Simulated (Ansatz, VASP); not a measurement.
C in VASP and in Ansatz

INCAR

```
ALGO = Normal
EDIFF = 1E-6
ENCUT = 600
GGA = PS
GGA_COMPAT = False
ISIF = 2
ISMEAR = 0
IVDW = 12
LASPH = True
LCHARG = True
LELF = True
LREAL = False
LVHAR = True
LWAVE = False
NBANDS = 16
NELM = 120
PREC = Accurate
SIGMA = 0.15
```

KPOINTS

```
k-points
0
Gamma
  18 12 10
```

Contents of POSCAR:

```
C
1.0
   -2.4576582504      0.0000000000      0.0000000000
    0.0000000000      0.0000000000     -3.5294825081
    0.0000000000     -4.2567889574      0.0000000000
C
4
Direct
    0.5000000000      0.0000000000      0.1772380153
    0.0000000000      0.0000000000      0.6631428838
    0.0000000000      0.0000000000      0.3227619847
    0.5000000000      0.0000000000      0.8368571162
```

Input for Ansatz:

```yaml
crystal:
  lattice:
    - [-2.4576582504, 0.0, 0.0]
    - [0.0, 0.0, -3.5294825081]
    - [0.0, -4.2567889574, 0.0]
  atoms:
    - { symbol: C, position: [0.5, 0.0, 0.1772380153] }
    - { symbol: C, position: [0.0, 0.0, 0.6631428838] }
    - { symbol: C, position: [0.0, 0.0, 0.3227619847] }
    - { symbol: C, position: [0.5, 0.0, 0.8368571162] }
basis:
  ecutwfc: 520.0
kpoints:
  mp_grid: { grid: [18, 12, 10] }
hamiltonian:
  xc: pbesol
  pseudopotentials: { kind: paw, azcp: { folder: soft_1 } }
  dispersion: d3bj
scf:
  occupations: { method: gaussian, width: 0.15 }
output:
  forces: true
  stress: true
  eigenvalues: true
```

Change from the starting cell: mode 8 frozen in at -0.030 Å and mode 12 at -0.015 Å (largest displacements).

Alike in both runs: task single point; functional PBEsol; dispersion D3(BJ); k mesh 18 × 12 × 10; occupations gaussian, width 0.15 eV; no spin polarisation.

|  | VASP | Ansatz |
| --- | --- | --- |
| version | VASP 6.6.1 | Ansatz 0.2.0 |
| potentials or method | VASP PAW PBE potentials, release 64 (C), cutoff 600 eV | scalar-relativistic, plane waves, PAW |
| valence electrons in the cell | 16 | 16 |

```csv
,VASP,Ansatz,Ansatz less VASP
gap on the k mesh at the Fermi level (eV),none,none,-
pressure (GPa),1.3,1.0,-0.29
"traceless stress, the component that is largest in VASP (GPa)",5.26,4.92,-0.346
rms of the force components (eV/Å),1.677,1.678,+0.0015
```

VASP's potentials were made for PBE, not for PBEsol, and Ansatz warns of the same on its side. Atom by atom the forces differ by 0.003 eV/Å (rms over components). A gap of «none» marks a metal or a gap that the smearing closes.
